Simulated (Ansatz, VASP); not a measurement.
**One calculation of AlN, two programs**

File INCAR:

```
SYSTEM = AlN
ALGO     = Normal         ! electronic algorithm
EDIFF    = 1E-6           ! SCF threshold, eV
ENCUT    = 520            ! plane-wave cutoff, eV
GGA      = PE             ! functional
ISIF     = 2              ! what is computed and relaxed
ISMEAR   = 0              ! smearing method
LASPH    = .TRUE.         ! aspherical terms in the spheres
LCHARG   = .TRUE.         ! write CHGCAR
LELF     = .TRUE.         ! ELF
LREAL    = .FALSE.        ! projectors in reciprocal space
LVHAR    = .TRUE.       
LWAVE    = .FALSE.        ! write WAVECAR
NBANDS   = 11             ! bands
NELM     = 60             ! most SCF steps
PREC     = Accurate       ! precision mode
SIGMA    = 0.05           ! smearing width, eV
```

File KPOINTS:

```
k-points
0
G
  10 10 10
  0 0 0
```

Contents of POSCAR:

```
AlN
1.0
    0.0000000000      2.2012588983      2.2012588983
    2.2012588983      0.0000000000      2.2012588983
    2.2012588983      2.2012588983      0.0000000000
Al N
1 1
Direct
   -0.0114379721      0.0114379721      0.0114379721
    0.7720328468      0.7279671532      0.7279671532
```

Input for Ansatz:

```yaml
crystal:
  lattice:
    - [0.0, 2.2012588983, 2.2012588983]
    - [2.2012588983, 0.0, 2.2012588983]
    - [2.2012588983, 2.2012588983, 0.0]
  atoms:
    - { symbol: Al, position: [-0.0114379721, 0.0114379721, 0.0114379721] }
    - { symbol: "N", position: [0.7720328468, 0.7279671532, 0.7279671532] }
basis:
  ecutwfc: 520.0
kpoints:
  mp_grid: { grid: [10, 10, 10] }
hamiltonian:
  xc: pbe
  pseudopotentials: { kind: paw, azcp: { folder: soft_1 } }
scf:
  occupations: { method: gaussian, width: 0.05 }
output:
  forces: true
  stress: true
  eigenvalues: true
```

Change from the starting cell: mode 4 frozen in at -0.097 Å and mode 5 at +0.000 Å (largest displacements).

Alike in both runs: task single point; functional PBE; k mesh 10 × 10 × 10; occupations gaussian, width 0.05 eV; no spin polarisation.

```csv
,VASP,Ansatz
version,VASP 6.6.1,Ansatz 0.2.0
potentials or method,"VASP PAW PBE potentials, release 64 (Al, N), cutoff 520 eV","scalar-relativistic, plane waves, PAW"
valence electrons in the cell,8,8
```

```csv
,VASP,Ansatz,Ansatz less VASP
gap on the k mesh at the Fermi level (eV),2.93,2.94,+0.008
least direct gap on the mesh (eV),3.59,3.58,-0.007
pressure (GPa),2.3,2.5,+0.18
"traceless stress, the component that is largest in VASP (GPa)",-9.20,-9.18,+0.028
rms of the force components (eV/Å),1.142,1.139,-0.0028
```

Atom by atom the forces differ by 0.003 eV/Å (rms over components).
